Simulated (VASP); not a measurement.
Here is a VASP 6.6.1 calculation.

File INCAR:

```
SYSTEM = CdS
ALGO = Normal
EDIFF = 1E-6
ENCUT = 520
GGA = PE
ISIF = 2
ISMEAR = -1
LASPH = .True.
LCHARG = .False.
LREAL = .False.
LWAVE = .False.
NBANDS = 16
NELM = 80
PREC = Accurate
SIGMA = 0.02
```

File KPOINTS:

```
k-points
0
Gamma
  7 7 7
  0 0 0
```

Contents of POSCAR:

```
CdS
1.0
   -0.0882886040      2.8988091629      2.8988091629
    2.8988091629     -0.0882886040      2.8988091629
    2.8988091629      2.8988091629     -0.0882886040
Cd S
1 1
Direct
    0.0000000000      0.0000000000      0.0000000000
    0.7500000000      0.7500000000      0.7500000000
```

Potentials or basis: VASP PAW PBE potentials, release 64 (Cd, S).

Launch:

```bash
$ cat potpaw_PBE.64/Cd/POTCAR potpaw_PBE.64/S/POTCAR > POTCAR
$ mpirun -np 1 vasp_std > vasp.out
```

**Question.** Estimate the largest force.

**Answer.** 0.384 eV/Å.

**Question.** Estimate the band gap on the k mesh.

**Answer.** 1.02 eV, direct.

**Question.** Estimate the pressure.

**Answer.** 1.7 GPa.

Forces in eV/Å, atoms in the order of the input:
```
Cd   0.222  0.222  0.222
S   -0.222 -0.222 -0.222
```

Caveat: the cell differs from its parent crystal (equal xy, yz and zx shear strains of -3 %).
